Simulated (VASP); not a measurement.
A run of VASP 6.6.1:

INCAR

```
PREC     = Accurate       # precision mode
ENCUT    = 520            # plane-wave cutoff, eV
EDIFF    = 1E-6           # SCF threshold, eV
ISMEAR   = 0              # smearing method
SIGMA    = 0.01           # smearing width, eV
LREAL    = F              # projectors in reciprocal space
LASPH    = T              # aspherical terms in the spheres
NELM     = 80             # most SCF steps
ALGO     = Normal         # electronic algorithm
ISIF     = 2              # what is computed and relaxed
LWAVE    = F              # write WAVECAR
LCHARG   = F              # write CHGCAR
GGA      = PS             # functional
NBANDS   = 11             # bands
```

Contents of KPOINTS:

```
Automatic mesh
0
Gamma
  8 8 8
```

The input POSCAR:

```
BP
1.0
    0.0000000000      2.2515874577      2.2515874577
    2.2515874577      0.0000000000      2.2515874577
    2.2515874577      2.2515874577      0.0000000000
B P
1 1
Direct
    0.0000000000      0.0000000000      0.0000000000
    0.2500000000      0.2500000000      0.2500000000
```

Potentials or basis: VASP PAW PBE potentials, release 64 (B, P).

Run with:

```console
$ cat potpaw_PBE.64/B/POTCAR potpaw_PBE.64/P/POTCAR > POTCAR
$ mpirun -np 1 vasp_std > vasp.out
```

Hardware: 1 thread of Intel(R) Xeon(R) Platinum 8488C (Sapphire Rapids), with other jobs on the host.

Q: How long does it take, and how much memory?

A: Run time: 4.9 s on 1 thread of Intel(R) Xeon(R) Platinum 8488C (Sapphire Rapids), with other jobs on the host, peak memory 0.13 GiB. Counts: scf iterations 12, k points 29.
